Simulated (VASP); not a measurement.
# Re (P6_3/mmc) in VASP: settings compared

The runs below take Re through relaxation of cell and atoms, with revPBE+D3(BJ), revPBE+D4, PBEsol.

All numbers are computed with VASP 6.6.1; they aren't measurements. Logs are shortened: lines on timing, memory, paths and dates and some standing lists are left out, and cuts for length are marked.

### Step 1. The cell of the first run

It takes space group P6_3/mmc (No. 194, hexagonal). The conventional cell has a = 2.761 Å, b = 2.761 Å, c = 4.458 Å, α = 90.00°, β = 90.00°, γ = 120.00°. Within 3.6 Å of Re (site symmetry -6m2) lie 12 Re at 2.74 to 2.76 Å.

### Step 2. Relaxation of cell and atoms, revPBE+D3(BJ)

File INCAR:

```
PREC = Accurate
ENCUT = 600
EDIFF = 1E-6
ISMEAR = -1
SIGMA = 0.05
LREAL = F
LASPH = T
NELM = 60
ALGO = Normal
ISIF = 3
LWAVE = F
LCHARG = F
GGA = RE
IVDW = 12
IBRION = 2
NSW = 80
EDIFFG = -0.01
```

File KPOINTS:

```
Automatic mesh
0
Gamma
  11 11 6
```

File POSCAR:

```
Re
1.0
    2.7608000000      0.0000000000      0.0000000000
   -1.3804000000      2.3909229348      0.0000000000
    0.0000000000      0.0000000000      4.4582000000
Re
2
Direct
    0.6666666667      0.3333333333      0.7500000000
    0.3333333333      0.6666666667      0.2500000000
```

Potentials or basis: VASP PAW PBE potentials, release 64 (Re).

The run is started by

```sh
$ cat potpaw_PBE.64/Re/POTCAR > POTCAR
$ mpirun -np 1 vasp_std > vasp.out
```

OUTCAR:

```text
PREC = Accurate
   ENCUT = 600
   EDIFF = 1E-6
   ISMEAR = -1
   LREAL = F
   LASPH = T
   NELM = 60
   ISIF = 3
   GGA = RE
   IVDW = 12
   IBRION = 2
   NSW = 80
   EDIFFG = -0.01
 IVDW          = 12

 ion  position               nearest neighbor table
   1  0.667  0.333  0.750-   2 2.74   2 2.74   2 2.74   2 2.74   2 2.74   2 2.74
   2  0.333  0.667  0.250-   1 2.74   1 2.74   1 2.74   1 2.74   1 2.74   1 2.74

  LATTYP: Found a hexagonal cell.
 ALAT       =     2.7608000000
 C/A-ratio  =     1.6148217908

  Lattice vectors:

 A1 = (   2.7608000000,   0.0000000000,   0.0000000000)
 A2 = (  -1.3804000000,   2.3909229348,   0.0000000000)
 A3 = (   0.0000000000,   0.0000000000,   4.4582000000)

Analysis of symmetry for initial positions (statically):
=====================================================================
 Subroutine PRICEL returns:
 Original cell was already a primitive cell.

 Routine SETGRP: Setting up the symmetry group for a
 hexagonal supercell.

 Subroutine GETGRP returns: Found 24 space group operations
 (whereof 12 operations were pure point group operations)
 out of a pool of 24 trial point group operations.

The static configuration has the point symmetry D_3d.
 The point group associated with its full space group is D_6h.

Analysis of symmetry for dynamics (positions and initial velocities):
=====================================================================
 Subroutine PRICEL returns:
 Original cell was already a primitive cell.

 Routine SETGRP: Setting up the symmetry group for a
 hexagonal supercell.

 Subroutine GETGRP returns: Found 24 space group operations
 (whereof 12 operations were pure point group operations)
 out of a pool of 24 trial point group operations.

The dynamic configuration has the point symmetry D_3d.
 The point group associated with its full space group is D_6h.

 Subroutine INISYM returns: Found 24 space group operations
 (whereof 12 operations are pure point group operations),
 and found     1 'primitive' translations

----------------------------------------------------------------------------------------

                                     Primitive cell

  volume of cell :      29.4280

  direct lattice vectors                    reciprocal lattice vectors
     2.760800000  0.000000000  0.000000000     0.362213851  0.209124264  0.000000000
    -1.380400000  2.390922935  0.000000000     0.000000000  0.418248529  0.000000000
     0.000000000  0.000000000  4.458200000     0.000000000  0.000000000  0.224305774

  length of vectors
     2.760800000  2.760800000  4.458200000     0.418248529  0.418248529  0.224305774

  position of ions in fractional coordinates (direct lattice)
     0.666666667  0.333333333  0.750000000
     0.333333333  0.666666667  0.250000000

  ion indices of the primitive-cell ions
   primitive index   ion index
                 1           1
                 2           2

----------------------------------------------------------------------------------------

 KPOINTS: Automatic mesh

Automatic generation of k-mesh.
 Grid dimensions read from file:
 generate k-points for:   11   11    6

 Generating k-lattice:

  Cartesian coordinates                     Fractional coordinates (reciprocal lattice)
     0.032928532  0.019011297  0.000000000     0.090909091 -0.000000000  0.000000000
     0.000000000  0.038022594  0.000000000     0.000000000  0.090909091  0.000000000
     0.000000000  0.000000000  0.037384296     0.000000000  0.000000000  0.166666667

  Length of vectors
     0.038022594  0.038022594  0.037384296

  Shift w.r.t. Gamma in fractional coordinates (k-lattice)
     0.000000000  0.000000000  0.000000000

 Subroutine IBZKPT returns following result:
 ===========================================

 Found     64 irreducible k-points:

 Following reciprocal coordinates:
            Coordinates               Weight
  0.000000  0.000000  0.000000      1.000000
  0.090909 -0.000000  0.000000      6.000000
  0.181818 -0.000000  0.000000      6.000000
  0.272727 -0.000000  0.000000      6.000000
  0.363636 -0.000000  0.000000      6.000000
  0.454545 -0.000000  0.000000      6.000000
[... 16 lines left out ...]
  0.090909  0.090909  0.166667     12.000000
  0.181818  0.090909  0.166667     24.000000
 [... further k-points ...]
   k-points           NKPTS =     64   k-points in BZ     NKDIM =     64   number of bands    NBANDS=     11
   number of dos      NEDOS =    301   number of ions     NIONS =      2
   total plane-waves  NPLWV =  20736
   dimension x,y,z NGX =    24 NGY =   24 NGZ =   36
   dimension x,y,z NGXF=    48 NGYF=   48 NGZF=   72
   ions per type =               2
   NGX,Y,Z   is equivalent  to a cutoff of  14.45, 14.45, 13.42 a.u.
   NGXF,Y,Z  is equivalent  to a cutoff of  28.90, 28.90, 26.85 a.u.
 SYSTEM =  unknown system
   PREC   = accura    normal or accurate (medium, high low for compatibility)
   ISTART =      0    job   : 0-new  1-cont  2-samecut
   ICHARG =      2    charge: 1-file 2-atom 10-const
   ISPIN  =      1    spin polarized calculation?
   LNONCOLLINEAR =      F non collinear calculations
   LSORBIT =      F    spin-orbit coupling
   LASPH  =      T    aspherical Exc in radial PAW
   ENCUT  =  600.0 eV  44.10 Ry    6.64 a.u.   5.51  5.51  8.90*2*pi/ulx,y,z
   NELM   =     60;   NELMIN=  2; NELMDL= -5     # of ELM steps
   EDIFF  = 0.1E-05   stopping-criterion for ELM
   LREAL  =      F    real-space projection
   EDIFFG = -.1E-01   stopping-criterion for IOM
   NSW    =     80    number of steps for IOM
   IBRION =      2    ionic relax: 0-MD 1-quasi-New 2-CG
   NFREE  =      1    steps in history (QN), initial steepest desc. (CG)
   ISIF   =      3    stress and relaxation
   ISYM   =      2    0-nonsym 1-usesym 2-fastsym
   POTIM  = 0.5000    time-step for ionic-motion
   TEBEG  =    0.0;   TEEND  =   0.0 temperature during run
   PSTRESS=    0.0 pullay stress
   NELECT =      14.0000    total number of electrons
   NUPDOWN=      -1.0000    fix difference up-down
   EMIN   =  10.00;   EMAX   =-10.00  energy-range for DOS
   EFERMI =   0.00;   METHOD = LEGACY
   ISMEAR =    -1;   SIGMA  =   0.05  broadening in eV -4-tet -1-fermi 0-gaus
   EFERMI_NEDOS =   21; number of points for ismear=-14 and -15
   IALGO  =     38    algorithm
   IMIX   =      4    mixing-type and parameters
     AMIX     =   0.40;   BMIX     =  1.00
     AMIX_MAG =   1.60;   BMIX_MAG =  1.00
  volume/ion in A,a.u.               =      14.71        99.29
  Fermi-wavevector in a.u.,A,eV,Ry     =   1.278000  2.415070 22.222174  1.633284
  Thomas-Fermi vector in A             =   2.410568
   LORBIT       =      0    0 simple, 1 ext, 2 COOP (PROOUT), +10 PAW based schemes
   GGA     = RE    functional components
   LHFCALC =     F    Hartree Fock is set to
   AEXX    =    0.0000 exact exchange contribution
   IVDW    =    12    specifies the selected vdW correction
   LEPSILON=     F    determine dielectric tensor
   LRPA    =     F    only Hartree local field effects (RPA)
 conjugate gradient relaxation of ions
 non-spin polarized calculation
  energy-cutoff  :      600.00
  volume of cell :       29.43
 maximum number of plane-waves:      1014
 NGX is ok and might be reduce to    24
   NGX = 11   NGY = 11   NGZ = 17

--------------------------------------- Ionic step        1  -------------------------------------------

 number of electron      14.0000000 magnetization

 Free energy of the ion-electron system (eV)
  ---------------------------------------------------
  ext. energy  EPLUGINS =         0.00000000
  ---------------------------------------------------
  free energy    TOTEN  =       -23.86967498 eV

  energy without entropy =      -23.85566089  energy(sigma->0) =      -23.86266794

------------------------ aborting loop because EDIFF is reached ----------------------------------------

 Edisp (eV)   -2.37900

 E8    (eV) :    -1.7696

  FORCE on cell =-STRESS in cart. coord.  units (eV):
  Direction    XX          YY          ZZ          XY          YZ          ZX
  --------------------------------------------------------------------------------------
  -------------------------------------------------------------------------------------
  Total      -0.91512    -0.91512    -0.86575     0.00000     0.00000     0.00000
  in kB     -49.82274   -49.82274   -47.13513     0.00000     0.00000     0.00000
  external pressure =      -48.93 kB  Pullay stress =        0.00 kB
[... 261 lines left out ...]
  energy  without entropy=      -26.2407195223  energy(sigma->0) =      -26.24753882

--------------------------------------- Ionic step        8  -------------------------------------------

 number of electron      14.0000000 magnetization

 Free energy of the ion-electron system (eV)
  ---------------------------------------------------
  ext. energy  EPLUGINS =         0.00000000
  ---------------------------------------------------
  free energy    TOTEN  =       -23.84452573 eV

  energy without entropy =      -23.83097932  energy(sigma->0) =      -23.83775253

 E-fermi :   8.1083     XC(G=0): -13.7817

 val. band max:        8.0883208160   @ k =   0.1818  -0.0000   0.1667
 cond. band min:       8.1561938309   @ k =   0.3636   0.1818   0.3333
 fundamental gap:      0.0678730148
 Fermi energy:         8.1082569155

 k-point     1 :       0.0000    0.0000    0.0000
  band No.  band energies     occupation
      1      -1.8518      2.00000
      2       1.3846      2.00000
      3       6.4865      2.00000
      4       6.4893      2.00000
      5       6.4893      2.00000
      6       7.3421      2.00000
      7       7.3421      2.00000
      8       8.2921      0.04938
      9       8.2921      0.04938
     10       8.7243      0.00001
     11      11.5206      0.00000
[... 309 lines left out ...]
 k-point    24 :       0.1818    0.0909    0.1667
  band No.  band energies     occupation
      1       0.4945      2.00000
      2       3.1118      2.00000
      3       4.4803      2.00000
      4       4.8258      2.00000
      5       6.1158      2.00000
      6       6.8183      2.00000
      7       7.4407      2.00000
      8       8.3996      0.00588
      9       9.1260      0.00000
     10       9.5248      0.00000
     11      11.9316      0.00000

 [... further k-points ...]

------------------------ aborting loop because EDIFF is reached ----------------------------------------

 Edisp (eV)   -2.40995

 E8    (eV) :    -1.7927

  FORCE on cell =-STRESS in cart. coord.  units (eV):
  Direction    XX          YY          ZZ          XY          YZ          ZX
  --------------------------------------------------------------------------------------
  -------------------------------------------------------------------------------------
  Total      -0.01585    -0.01585     0.00469    -0.00000     0.00000    -0.00000
  in kB      -0.87412    -0.87412     0.25873    -0.00000     0.00000    -0.00000
  external pressure =       -0.50 kB  Pullay stress =        0.00 kB
[... 17 lines left out ...]
  FREE ENERGIE OF THE ION-ELECTRON SYSTEM (eV)
  ---------------------------------------------------
  free  energy   TOTEN  =       -26.2544746778 eV

  energy  without entropy=      -26.2409282661  energy(sigma->0) =      -26.24770147

 reached required accuracy - stopping structural energy minimisation
```

It took 2 min on 1 thread of Intel Xeon 8259CL, shared host; peak memory 0.19 GiB.

Results:

| Property | Result |
| --- | --- |
| Free energy | -26.2545 eV |
| Relaxed volume | 14.53 Å³/atom |
| Relaxed cell | a = 2.749 Å, b = 2.749 Å, c = 4.441 Å, α = 90.00°, β = 90.00°, γ = 120.00° |
| Space group after relaxing (to 0.1 Å) | P6_3/mmc (No. 194) |
| Energy gained by relaxing | 2.9 meV/atom |
| Ionic steps | 8 |
| Pressure after relaxing | 0.0 GPa |
| Band gap on the k mesh | zero (bands 7 and 8 overlap by 3.11 eV) |
| Dispersion energy per atom | -1.205 eV |

Stress tensor (GPa, compression positive):
```
-0.09  0.00  0.00
 0.00 -0.09  0.00
 0.00  0.00  0.03
```

The path:
| step | energy change (eV) | largest force (eV/Å) | pressure (GPa) | volume (Å³) |
| --- | --- | --- | --- | --- |
| 1 | 0.0000 | 0.0000 | -4.89 | 29.43 |
| 2 | 0.0998 | 0.0000 | 23.65 | 27.56 |
| 3 | -0.0058 | 0.0000 | -0.12 | 29.07 |
| 4 | -0.0058 | 0.0000 | -0.09 | 29.06 |
| 5 | -0.0058 | 0.0000 | 0.34 | 29.03 |
| 6 | -0.0058 | 0.0000 | 0.18 | 29.05 |
| 7 | -0.0057 | 0.0000 | -0.68 | 29.11 |
| 8 | -0.0058 | 0.0000 | -0.05 | 29.06 |

Final structure:
```yaml
crystal:
  lattice:
    - [2.74891, 0.00000, 0.00000]
    - [-1.37445, 2.38062, 0.00000]
    - [0.00000, 0.00000, 4.44057]
  atoms:
    - { symbol: Re, position: [0.66667, 0.33333, 0.75000] }
    - { symbol: Re, position: [0.33333, 0.66667, 0.25000] }
```

Caveat: the PAW data sets were made with another functional, which shifts forces and pressure a little; spin-orbit coupling is left out, which moves the levels of the heavy elements.

### Step 3. Relaxation of cell and atoms, revPBE+D4

File INCAR:

```
PREC     = Accurate       # precision mode
ENCUT    = 600            # plane-wave cutoff, eV
EDIFF    = 1E-6           # SCF threshold, eV
ISMEAR   = -1             # smearing method
SIGMA    = 0.05           # smearing width, eV
LREAL    = F              # projectors in reciprocal space
LASPH    = T              # aspherical terms in the spheres
NELM     = 100            # most SCF steps
ALGO     = Normal         # electronic algorithm
ISIF     = 3              # what is computed and relaxed
LWAVE    = F              # write WAVECAR
LCHARG   = F              # write CHGCAR
GGA      = RE             # functional
IVDW     = 13             # dispersion correction
IBRION   = 2              # ionic algorithm
NSW      = 80             # ionic steps
EDIFFG   = -0.02          # ionic threshold
```

File KPOINTS:

```
regular mesh
0
Gamma
  11 11 6
```

POSCAR is that of step 2.

Potentials or basis: VASP PAW PBE potentials, release 64 (Re).

The run is started by

```sh
$ cat potpaw_PBE.64/Re/POTCAR > POTCAR
$ mpirun -np 1 vasp_std > vasp.out
```

Run time: 63 s. Hardware: 1 thread of Intel Xeon 8259CL, shared host; peak memory 0.17 GiB.

Results (log left out):

```yaml
Free_energy: -25.9140 eV
Relaxed_volume: 14.63 Å³/atom
Relaxed_cell: a = 2.755 Å, b = 2.755 Å, c = 4.450 Å, α = 90.00°, β = 90.00°, γ = 120.00°
Space_group_after_relaxing_to_0.1_Å: P6_3/mmc (No. 194)
Energy_gained_by_relaxing: 0.6 meV/atom
Ionic_steps: 3
Pressure_after_relaxing: 0.0 GPa
Band_gap_on_the_k_mesh: zero (bands 7 and 8 overlap by 3.08 eV)
Dispersion_energy_per_atom: -1.027 eV
```

Stress tensor (GPa, compression positive):
```
-0.05  0.00  0.00
 0.00 -0.05  0.00
 0.00  0.00  0.12
```

The path:
| step | energy change (eV) | largest force (eV/Å) | pressure (GPa) | volume (Å³) |
| --- | --- | --- | --- | --- |
| 1 | 0.0000 | 0.0000 | -2.29 | 29.43 |
| 2 | 0.0209 | 0.0000 | 10.22 | 28.54 |
| 3 | -0.0013 | 0.0000 | 0.01 | 29.25 |

Final structure:
```
Re
1.0
     2.75515    0.00000    0.00000
    -1.37757    2.38603    0.00000
     0.00000    0.00000    4.45009
Re
2
Cartesian
  1.3776 0.7953 3.3376
  0.0000 1.5907 1.1125
```

Levels at points of the mesh, in eV from the Fermi level:
```
           k point  band 5  band 6  band 7  band 8  band 9  band 10
(0.00, 0.00, 0.00)   -1.60   -0.76   -0.76    0.18    0.18     0.60
(0.00, 0.00, 0.50)   -1.73   -1.73   -1.73   -1.73    2.56     2.56
```

Caveat: the PAW data sets were made with another functional, which shifts forces and pressure a little; spin-orbit coupling is left out, which moves the levels of the heavy elements.

### Step 4. Relaxation of cell and atoms, PBEsol

Changes to INCAR since step 3:

```diff
@@ -7,3 +7,3 @@
 LASPH    = T              # aspherical terms in the spheres
-NELM     = 100            # most SCF steps
+NELM     = 80             # most SCF steps
 ALGO     = Normal         # electronic algorithm
@@ -12,4 +12,3 @@
 LCHARG   = F              # write CHGCAR
-GGA      = RE             # functional
-IVDW     = 13             # dispersion correction
+GGA      = PS             # functional
 IBRION   = 2              # ionic algorithm
```

File KPOINTS:

```
Automatic mesh
0
Gamma
  11 11 6
```

POSCAR is that of step 3.

The run is started by

```sh
$ cat potpaw_PBE.64/Re/POTCAR > POTCAR
$ mpirun -np 1 vasp_std > vasp.out
```

Wall time 58 s (1 thread of Intel Xeon 8259CL, shared host); peak memory 0.17 GiB.

The run converged. Its results:

| Property | Result |
| --- | --- |
| Free energy | -26.7416 eV |
| Relaxed volume | 14.56 Å³/atom |
| Relaxed cell | a = 2.751 Å, b = 2.751 Å, c = 4.443 Å, α = 90.00°, β = 90.00°, γ = 120.00° |
| Space group after relaxing (to 0.1 Å) | P6_3/mmc (No. 194) |
| Energy gained by relaxing | 2.1 meV/atom |
| Ionic steps | 3 |
| Pressure after relaxing | -0.1 GPa |
| Band gap on the k mesh | zero (bands 7 and 8 overlap by 3.12 eV) |

The path:
```tsv
step	energy change (eV)	largest force (eV/Å)	pressure (GPa)	volume (Å³)
1	0.0000	0.0000	-4.15	29.43
2	0.0721	0.0000	19.83	27.84
3	-0.0041	0.0000	-0.07	29.12
```

Final structure:
```cif
data_structure
_symmetry_space_group_name_H-M 'P 1'
_symmetry_Int_Tables_number 1
_cell_length_a 2.7512
_cell_length_b 2.7512
_cell_length_c 4.4428
_cell_angle_alpha 90.000
_cell_angle_beta 90.000
_cell_angle_gamma 120.000
_cell_volume 29.12
loop_
_atom_site_label
_atom_site_type_symbol
_atom_site_fract_x
_atom_site_fract_y
_atom_site_fract_z
_atom_site_occupancy
Re1 Re 0.66667 0.33333 0.75000 1
Re2 Re 0.33333 0.66667 0.25000 1
```

Levels at points of the mesh, in eV from the Fermi level:
```tsv
k point	band 5	band 6	band 7	band 8	band 9	band 10
(0.00, 0.00, 0.00)	-1.62	-0.77	-0.77	0.18	0.18	0.63
(0.00, 0.00, 0.50)	-1.75	-1.75	-1.75	-1.75	2.58	2.58
```

Caveat: the PAW data sets were made with another functional, which shifts forces and pressure a little; spin-orbit coupling is left out, which moves the levels of the heavy elements.

### Step 5. Summary

| level | gap on the mesh (eV) | pressure (GPa) | relaxed volume (Å³/atom) |
| --- | --- | --- | --- |
| revPBE+D3(BJ) | none | 0.0 | 14.53 |
| revPBE+D4 | none | 0.0 | 14.63 |
| PBEsol | none | -0.1 | 14.56 |

Alike in all rows: task relaxation of cell and atoms; potentials or basis VASP PAW PBE potentials, release 64 (Re); no spin polarisation; cell relaxed; k mesh 11 × 11 × 6; cutoff (eV) 600; smearing fermi-dirac 0.05 eV.

Caveats: the PAW data sets were made with another functional, which shifts forces and pressure a little; spin-orbit coupling is left out, which moves the levels of the heavy elements.

Total energies depend on the potentials used, so only differences within one code and one set of settings carry meaning.
